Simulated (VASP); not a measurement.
# SnSe (Fm-3m) in VASP: notebook, part 3 of 3

VASP 6.6.1. Earlier steps stand in the parts before.

### Step 5. Electric field gradients, PBEsol (volume scaled by 0.98)

Input file INCAR:

```
SYSTEM = SnSe
PREC = Accurate
ENCUT = 520
EDIFF = 1E-8
ISMEAR = -1
SIGMA = 0.05
LREAL = .FALSE.
LASPH = .TRUE.
NELM = 60
ALGO = Normal
ISIF = 2
LWAVE = .FALSE.
LCHARG = .FALSE.
GGA = PS
LEFG = .TRUE.
NBANDS = 17
```

Input file KPOINTS:

```
regular mesh
0
G
  11 11 11
  0 0 0
```

Input file POSCAR:

```
SnSe
1.0
    0.0000000000      2.9902288509      2.9902288509
    2.9902288509      0.0000000000      2.9902288509
    2.9902288509      2.9902288509      0.0000000000
Sn Se
1 1
Direct
    0.0000000000      0.0000000000      0.0000000000
    0.5000000000      0.5000000000      0.5000000000
```

Potentials or basis: VASP PAW PBE potentials, release 64 (Sn_d, Se).

Launch:

```console
$ cat potpaw_PBE.64/Sn_d/POTCAR potpaw_PBE.64/Se/POTCAR > POTCAR
$ mpirun -np 1 vasp_std > vasp.out
```

OUTCAR:

```text
SYSTEM = SnSe
   PREC = Accurate
   ENCUT = 520
   EDIFF = 1E-8
   ISMEAR = -1
   LREAL = .FALSE.
   LASPH = .TRUE.
   NELM = 60
   ISIF = 2
   GGA = PS

 ion  position               nearest neighbor table
   1  0.000  0.000  0.000-   2 2.99   2 2.99   2 2.99   2 2.99   2 2.99   2 2.99
   2  0.500  0.500  0.500-   1 2.99   1 2.99   1 2.99   1 2.99   1 2.99   1 2.99

  LATTYP: Found a face centered cubic cell.
 ALAT       =     5.9804577018

  Lattice vectors:

 A1 = (   0.0000000000,   2.9902288509,   2.9902288509)
[... 692 lines left out ...]
  ---------------------------------------------------
  free  energy   TOTEN  =        -8.9744227791 eV

  energy  without entropy=       -8.9740575920  energy(sigma->0) =       -8.97424019

 Electric field gradients (V/A^2)
---------------------------------------------------------------------
 ion       V_xx      V_yy      V_zz      V_xy      V_xz      V_yz
---------------------------------------------------------------------
   1      -0.000    -0.000     0.000     0.002     0.002     0.002
   2      -0.000     0.000     0.000    -0.000    -0.000    -0.000
---------------------------------------------------------------------

 Electric field gradients after diagonalization (V/A^2)
 (convention: |V_zz| > |V_xx| > |V_yy|)
----------------------------------------------------------------------
 ion       V_xx      V_yy      V_zz     asymmetry (V_yy - V_xx)/ V_zz
----------------------------------------------------------------------
   1      -0.002    -0.002     0.004       0.000
   2       0.000     0.000    -0.000       0.000
----------------------------------------------------------------------

           NMR quadrupolar parameters

 Cq : quadrupolar parameter    Cq=e*Q*V_zz/h
 eta: asymmetry parameters     (V_yy - V_xx)/ V_zz
 Q  : nuclear electric quadrupole moment in mb (millibarn)
----------------------------------------------------------------------
 ion       Cq(MHz)       eta       Q (mb)
----------------------------------------------------------------------
   1       0.000       0.000       1.000
   2      -0.000       0.000       1.000
----------------------------------------------------------------------
```

OSZICAR:

```text
N       E                     dE             d eps       ncg     rms          rms(c)
DAV:   1     0.133854835795E+03    0.13385E+03   -0.97548E+03  1929   0.145E+03
DAV:   2     0.408481453026E+01   -0.12977E+03   -0.12536E+03  2024   0.355E+02
DAV:   3    -0.880840067729E+01   -0.12893E+02   -0.12806E+02  2339   0.964E+01
DAV:   4    -0.913000950739E+01   -0.32161E+00   -0.32135E+00  2273   0.160E+01
DAV:   5    -0.913913831243E+01   -0.91288E-02   -0.91283E-02  2775   0.266E+00    0.309E+00
DAV:   6    -0.897870880476E+01    0.16043E+00   -0.38233E-01  2768   0.405E+00    0.184E+00
DAV:   7    -0.897448740033E+01    0.42214E-02   -0.67104E-02  2314   0.127E+00    0.865E-01
DAV:   8    -0.897457139413E+01   -0.83994E-04   -0.68049E-03  2441   0.717E-01    0.907E-02
DAV:   9    -0.897440139273E+01    0.17000E-03   -0.12058E-03  2801   0.272E-01    0.422E-02
DAV:  10    -0.897442132608E+01   -0.19933E-04   -0.10727E-04  2262   0.666E-02    0.795E-03
DAV:  11    -0.897442279474E+01   -0.14687E-05   -0.69563E-06  2619   0.207E-02    0.220E-03
DAV:  12    -0.897442283935E+01   -0.44608E-07   -0.30920E-07  2465   0.749E-03    0.775E-04
DAV:  13    -0.897442281179E+01    0.27564E-07   -0.17624E-08  2011   0.120E-03    0.350E-04
DAV:  14    -0.897442277699E+01    0.34800E-07   -0.71269E-09  1663   0.849E-04    0.674E-05
DAV:  15    -0.897442277912E+01   -0.21382E-08   -0.88416E-10  1199   0.273E-04
   1 F= -.89744228E+01 E0= -.89742402E+01  d E =-.365187E-03
```

stdout:

```text
POSCAR found type information on POSCAR SnSe
 POSCAR found :  2 types and       2 ions
 scaLAPACK will be used
 -----------------------------------------------------------------------------
|                                                                             |
|                                                                             |
|     You enforced a specific xc type in the INCAR file but a different       |
|     I HOPE YOU KNOW WHAT YOU ARE DOING!                                     |
|                                                                             |
 -----------------------------------------------------------------------------

 LDA part: xc-table for (Slater+PW92), standard interpolation
 POSCAR, INCAR and KPOINTS ok, starting setup
 FFT: planning ... GRIDC
 FFT: planning ... GRID_SOFT
 FFT: planning ... GRID
 WAVECAR not read
 entering main loop
ion   1

ion   2
```

Wall time 55 s (1 thread of Intel Xeon 8259CL, shared host); peak memory 0.21 GiB.

What came out:

```
Free energy : -8.9744 eV
Pressure    : -0.8 GPa
```

Caveat: this odd mesh misses L, where the gap lies, so gap, dielectric constants and Born charges aren't listed; without QUAD_EFG the Cq values of the log hold for a quadrupole moment of 1 mb, not for the nuclei; the PAW data sets were made with another functional, which shifts forces and pressure a little; spin-orbit coupling is left out, which moves the levels of the heavy elements.

### Step 6. Electric field gradients, PBEsol

INCAR: that of step 5 with these lines changed.

```diff
@@ -8,3 +8,3 @@
 LASPH = .TRUE.
-NELM = 60
+NELM = 100
 ALGO = Normal
```

KPOINTS is that of step 5.

Input file POSCAR:

```
SnSe
1.0
    0.0000000000      3.0104337128      3.0104337128
    3.0104337128      0.0000000000      3.0104337128
    3.0104337128      3.0104337128      0.0000000000
Sn Se
1 1
Direct
    0.0000000000      0.0000000000      0.0000000000
    0.5000000000      0.5000000000      0.5000000000
```

Potentials or basis: VASP PAW PBE potentials, release 64 (Sn_d, Se).

Launch:

```console
$ cat potpaw_PBE.64/Sn_d/POTCAR potpaw_PBE.64/Se/POTCAR > POTCAR
$ mpirun -np 1 vasp_std > vasp.out
```

OUTCAR:

```text
SYSTEM = SnSe
   PREC = Accurate
   ENCUT = 520
   EDIFF = 1E-8
   ISMEAR = -1
   LREAL = .FALSE.
   LASPH = .TRUE.
   NELM = 100
   ISIF = 2
   GGA = PS

 ion  position               nearest neighbor table
   1  0.000  0.000  0.000-   2 3.01   2 3.01   2 3.01   2 3.01   2 3.01   2 3.01
   2  0.500  0.500  0.500-   1 3.01   1 3.01   1 3.01   1 3.01   1 3.01   1 3.01

  LATTYP: Found a face centered cubic cell.
 ALAT       =     6.0208674256

  Lattice vectors:

 A1 = (   0.0000000000,   3.0104337128,   3.0104337128)
 A2 = (   3.0104337128,   0.0000000000,   3.0104337128)
 A3 = (   3.0104337128,   3.0104337128,   0.0000000000)

Analysis of symmetry for initial positions (statically):
=====================================================================
 Subroutine PRICEL returns:
 Original cell was already a primitive cell.

 Routine SETGRP: Setting up the symmetry group for a
 face centered cubic supercell.

[... 668 lines left out ...]
      direct lattice vectors                 reciprocal lattice vectors
     0.000000000  3.010433713  3.010433713    -0.166089025  0.166089025  0.166089025
     3.010433713  0.000000000  3.010433713     0.166089025 -0.166089025  0.166089025
     3.010433713  3.010433713  0.000000000     0.166089025  0.166089025 -0.166089025

 POSITION                                       TOTAL-FORCE (eV/Angst)
 -----------------------------------------------------------------------------------
      0.00000      0.00000      0.00000        -0.000000     -0.000000      0.000000
      3.01043      3.01043      3.01043         0.000000      0.000000     -0.000000
 -----------------------------------------------------------------------------------
    total drift:                                0.000000     -0.000000     -0.000000

  FREE ENERGIE OF THE ION-ELECTRON SYSTEM (eV)
  ---------------------------------------------------
  free  energy   TOTEN  =        -8.9657932459 eV

  energy  without entropy=       -8.9655341028  energy(sigma->0) =       -8.96566367

 Electric field gradients (V/A^2)
---------------------------------------------------------------------
 ion       V_xx      V_yy      V_zz      V_xy      V_xz      V_yz
---------------------------------------------------------------------
   1       0.000    -0.000    -0.000     0.002     0.002     0.002
   2      -0.000    -0.000     0.000    -0.000    -0.000    -0.000
---------------------------------------------------------------------

 Electric field gradients after diagonalization (V/A^2)
 (convention: |V_zz| > |V_xx| > |V_yy|)
----------------------------------------------------------------------
 ion       V_xx      V_yy      V_zz     asymmetry (V_yy - V_xx)/ V_zz
----------------------------------------------------------------------
   1      -0.002    -0.002     0.003       0.000
   2       0.000     0.000    -0.000       0.000
----------------------------------------------------------------------

           NMR quadrupolar parameters

 Cq : quadrupolar parameter    Cq=e*Q*V_zz/h
 eta: asymmetry parameters     (V_yy - V_xx)/ V_zz
 Q  : nuclear electric quadrupole moment in mb (millibarn)
----------------------------------------------------------------------
 ion       Cq(MHz)       eta       Q (mb)
----------------------------------------------------------------------
   1       0.000       0.000       1.000
   2      -0.000       0.000       1.000
----------------------------------------------------------------------
```

OSZICAR:

```text
N       E                     dE             d eps       ncg     rms          rms(c)
DAV:   1     0.133740417922E+03    0.13374E+03   -0.97538E+03  1914   0.143E+03
DAV:   2     0.376246430768E+01   -0.12998E+03   -0.12636E+03  2065   0.350E+02
DAV:   3    -0.880983169052E+01   -0.12572E+02   -0.12397E+02  2311   0.942E+01
DAV:   4    -0.913185720380E+01   -0.32203E+00   -0.32179E+00  2312   0.161E+01
DAV:   5    -0.914078275114E+01   -0.89255E-02   -0.89250E-02  2724   0.262E+00    0.298E+00
DAV:   6    -0.896982100566E+01    0.17096E+00   -0.41778E-01  2840   0.415E+00    0.176E+00
DAV:   7    -0.896582408387E+01    0.39969E-02   -0.68785E-02  2293   0.127E+00    0.853E-01
DAV:   8    -0.896595446743E+01   -0.13038E-03   -0.70580E-03  2397   0.719E-01    0.966E-02
DAV:   9    -0.896576580648E+01    0.18866E-03   -0.12532E-03  2763   0.266E-01    0.441E-02
DAV:  10    -0.896579172373E+01   -0.25917E-04   -0.11086E-04  2242   0.658E-02    0.806E-03
DAV:  11    -0.896579325726E+01   -0.15335E-05   -0.64741E-06  2600   0.200E-02    0.213E-03
DAV:  12    -0.896579330494E+01   -0.47681E-07   -0.29072E-07  2512   0.699E-03    0.620E-04
DAV:  13    -0.896579327409E+01    0.30850E-07   -0.17730E-08  1995   0.102E-03    0.281E-04
DAV:  14    -0.896579323972E+01    0.34368E-07   -0.61361E-09  1678   0.940E-04    0.665E-05
DAV:  15    -0.896579324586E+01   -0.61377E-08   -0.59535E-10  1163   0.219E-04
   1 F= -.89657932E+01 E0= -.89656637E+01  d E =-.259143E-03
```

stdout:

```text
POSCAR found type information on POSCAR SnSe
 POSCAR found :  2 types and       2 ions
 scaLAPACK will be used
 -----------------------------------------------------------------------------
|                                                                             |
|                                                                             |
|     You enforced a specific xc type in the INCAR file but a different       |
|     I HOPE YOU KNOW WHAT YOU ARE DOING!                                     |
|                                                                             |
 -----------------------------------------------------------------------------

 LDA part: xc-table for (Slater+PW92), standard interpolation
 POSCAR, INCAR and KPOINTS ok, starting setup
 FFT: planning ... GRIDC
 FFT: planning ... GRID_SOFT
 FFT: planning ... GRID
 WAVECAR not read
 entering main loop
ion   1

ion   2
```

Run time: 58 s. Hardware: 1 thread of Intel Xeon 8259CL, shared host; peak memory 0.21 GiB.

Results:

```yaml
Free_energy: -8.9658 eV
Pressure: -1.8 GPa
```

Levels at points of the mesh, in eV from the Fermi level:
```
           k point  band 7  band 8  band 9  band 10  band 11  band 12  band 13  band 14
(0.00, 0.00, 0.00)   -5.28   -2.35   -2.35    -2.35     4.11     4.11     4.11     5.64
```

Caveat: this odd mesh misses L, where the gap lies, so gap, dielectric constants and Born charges aren't listed; without QUAD_EFG the Cq values of the log hold for a quadrupole moment of 1 mb, not for the nuclei; the PAW data sets were made with another functional, which shifts forces and pressure a little; spin-orbit coupling is left out, which moves the levels of the heavy elements.

### Step 7. Summary

```csv
cell,pressure (GPa)
"a = 4.257 Å, angles 60.0°, 2 atoms",-1.8
"a = 4.171 Å, angles 60.0°, 2 atoms",1.6
"a = 4.229 Å, angles 60.0°, 2 atoms",-0.8
```

Alike in all rows: task electric field gradients; level PBEsol; potentials or basis VASP PAW PBE potentials, release 64 (Sn_d, Se); no spin polarisation; k mesh 11 × 11 × 11; cutoff (eV) 520; smearing fermi-dirac 0.05 eV.

Caveats: the PAW data sets were made with another functional, which shifts forces and pressure a little; spin-orbit coupling is left out, which moves the levels of the heavy elements.

Absolute energies hang on the potentials; compare differences alone.
